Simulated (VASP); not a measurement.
Input of a VASP 6.6.1 run:

Contents of INCAR:

```
SYSTEM = CuGe4
PREC = Accurate
ENCUT = 520
EDIFF = 1E-7
ISMEAR = 0
SIGMA = 0.1
LREAL = .False.
LASPH = .True.
NELM = 100
ALGO = Normal
ISIF = 2
LWAVE = .False.
LCHARG = .False.
LDIPOL = .True.
IDIPOL = 3
DIPOL = 0.5 0.5 0.328
GGA = PE
IVDW = 12
NBANDS = 42
```

KPOINTS

```
Automatic mesh
0
Gamma
  9 9 1
  0 0 0
```

POSCAR

```
CuGe4
1.0
    4.0303587907      0.0000000000      0.0000000000
   -2.0151793953      3.4903930991      0.0000000000
    0.0000000000      0.0000000000     21.5984135941
Ge Cu
4 1
Direct
    0.3333333333      0.6666666667      0.1851987871
    0.0000000000      0.0000000000      0.2232892486
    0.0000000000      0.0000000000      0.3443139717
    0.6666666667      0.3333333333      0.3795840634
    1.1111111111      1.2222222222      0.5092232143
```

Potentials or basis: VASP PAW PBE potentials, release 64 (Ge_d, Cu).

Launch:

```bash
$ cat potpaw_PBE.64/Ge_d/POTCAR potpaw_PBE.64/Cu/POTCAR > POTCAR
$ mpirun -np 1 vasp_std > vasp.out
```

Estimate the largest force.

0.791 eV/Å.

Predict the dispersion energy per atom.

-0.241 eV.

What does it give for the band gap on the k mesh?

Zero (an odd number of electrons rules out a gap without spin polarisation).

Forces on the atoms (eV/Å):
```
Ge   0.000  0.052  0.175
Ge   0.000 -0.053 -0.013
Ge   0.000 -0.029 -0.195
Ge   0.000 -0.035  0.791
Cu   0.000  0.065 -0.758
```
